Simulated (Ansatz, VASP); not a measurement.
**AgCl in VASP and in Ansatz**

```
Ag Cl
1.0
     0.00000    2.73110    2.80602
     2.73110    0.00000    2.80602
     2.73110    2.73110    0.00000
Ag Cl
1 1
Direct
  0.46258 0.53742 0.53742
  0.11386 0.88614 0.88614
```

Change from the starting cell: mode 4 frozen in at -0.639 Å, equal normal strain along x and y -0.0267.

Alike in both runs: task single point; functional PBE; k mesh 8 × 8 × 8; occupations gaussian, width 0.05 eV; no spin polarisation.

```csv
,VASP,Ansatz
version,VASP 6.6.1,Ansatz 0.2.0
potentials or method,"VASP PAW PBE potentials, release 64 (Ag, Cl), cutoff 520 eV","scalar-relativistic, plane waves, PAW"
valence electrons in the cell,18,26
```

```tsv
	VASP	Ansatz	Ansatz less VASP
gap on the k mesh at the Fermi level (eV)	1.38	1.37	-0.007
least direct gap on the mesh (eV)	1.85	1.84	-0.017
pressure (GPa)	29.9	30.3	+0.40
traceless stress, the component that is largest in VASP (GPa)	54.19	54.84	+0.649
rms of the force components (eV/Å)	6.313	6.392	+0.0786
```

Atom by atom the forces differ by 0.079 eV/Å (rms over components). Both programs put the cell under a high pressure, so it lies far from rest at this level. With one functional, cell and mesh, what is left measures potentials, basis and numerics. VASP's potentials hold 18 valence electrons a cell and Ansatz's 26, so a difference there can come from the potentials and not from the codes.
